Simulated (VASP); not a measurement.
Wanted: the native input for a VASP 6.6.1 run.

- Task: single point
- Functional: PBE
- Dispersion: D3(BJ)
- Potentials or basis: VASP PAW PBE potentials, release 64 (O, H, C)
- Cutoff: 520 eV
- k mesh: 1 × 1 × 1
- Occupations: fermi-dirac, width 0.05 eV
- Spin: no spin polarisation
- Dipole correction: no
- Further INCAR settings: LREAL = Auto; ALGO = Normal; EDIFF = 1e-07; NBANDS = 49

The structure of H16CO7 lies in POSCAR:

```
H16CO7
1.0
    6.2743050000      0.0000000000      0.0000000000
    0.0000000000      6.2743050000      0.0000000000
    0.0000000000      0.0000000000      6.2743050000
O H C
7 16 1
Direct
    0.4132409884      0.0075068075      0.8714590700
    0.0694578921     -0.2017593981      1.0919456418
    0.7718464436      0.8049815876      0.6562001688
    0.2729226584      0.5680629169      0.7230920397
    0.7254986807      0.5466422177      1.0518933970
    0.3784164142      0.6494902623      0.3117954897
    0.9364224404      0.1909534203      0.1798764963
    0.4960868176     -0.0558786989      0.7492782069
    0.4786824995     -0.0341233013      1.0068047377
    0.0653458829     -0.0472402920      1.0806455854
    0.1745372595     -0.2464974208      1.2048665151
    0.9143323444      0.7764684694      0.6228737685
    0.7196972414      0.6726960197      0.7161430629
    0.3023920578      0.4309162529      0.7870991289
    0.2759827582      0.6448044843      0.8653069942
    0.8065275756      0.4117746906      1.0393979891
    0.8554572977      0.6370426685      1.0806933995
    0.5119292097      0.5841125033      0.2241841925
    0.3810143115      0.6164985604      0.4621866486
    1.0890767981      0.4113124880      0.3949441412
    0.8085995182      0.1207305032      0.2406959815
    1.0357959965      0.1576110820      0.4928992135
    1.2366469274      0.1569735612      0.3281478985
    1.0730272118      0.2440110897      0.3452015801
```

One way to write it, as run:

INCAR

```
SYSTEM = H16CO7
  PREC = Accurate
  ENCUT = 520
  EDIFF = 1E-7
  ISMEAR = -1
  SIGMA = 0.05
  LREAL = Auto
  LASPH = .TRUE.
  NELM = 80
  ALGO = Normal
  ISIF = 2
  LWAVE = .FALSE.
  LCHARG = .FALSE.
  GGA = PE
  IVDW = 12
  NBANDS = 49
```

KPOINTS

```
regular mesh
0
G
  1 1 1
  0 0 0
```

Potentials or basis: VASP PAW PBE potentials, release 64 (O, H, C).

Run with:

```console
$ cat potpaw_PBE.64/O/POTCAR potpaw_PBE.64/H/POTCAR potpaw_PBE.64/C/POTCAR > POTCAR
$ mpirun -np 1 vasp_gam > vasp.out
```

Results of the run:

- Pressure: -0.4 GPa
- Largest force: 3.816 eV/Å
- Dispersion energy per atom: -0.034 eV

Caveat: the k points lie up to 1.00 Å⁻¹ apart; the atoms stand as in a frame of molecular dynamics.

Run time: 23 s on 1 thread of Intel(R) Xeon(R) Platinum 8559C (Emerald Rapids) (shared host), peak memory 0.3 GiB.
